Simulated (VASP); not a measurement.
Runs of VASP 6.6.1 on NaH. The structure is that of space group I4/mmm (No. 139), or close to it. The cells are those of the table. 

```tsv
level	cell	k mesh	smearing	gap on the mesh (eV)	pressure (GPa)
r2SCAN	a = 3.323, b = 3.323, c = 3.391 Å, angles 59.3, 59.3, 61.3°, 2 atoms	10 × 10 × 10	gaussian 0.01 eV	4.46	0.8
PBE	a = 3.323, b = 3.323, c = 3.391 Å, angles 59.3, 59.3, 61.3°, 2 atoms	10 × 10 × 10	fermi-dirac 0.02 eV	3.85	1.7
PBE	a = 3.438, b = 3.438, c = 3.560 Å, angles 58.8, 58.8, 62.4°, 2 atoms	6 × 6 × 6	gaussian 0.01 eV	3.62	(a)
PBE	a = 3.323, b = 3.323, c = 3.391 Å, angles 59.3, 59.3, 61.3°, 2 atoms	6 × 6 × 6	gaussian 0.01 eV	3.85	1.7
```

Alike in all rows: task single point; potentials or basis VASP PAW PBE potentials, release 64 (Na_pv, H); no spin polarisation; cutoff (eV) 520.

Problem. Estimate the missing entries.

Solution. (a) -0.9.

Caveats: the PAW data sets were made with another functional, which shifts forces and pressure a little (at least some runs).

A k mesh can miss the band edges.
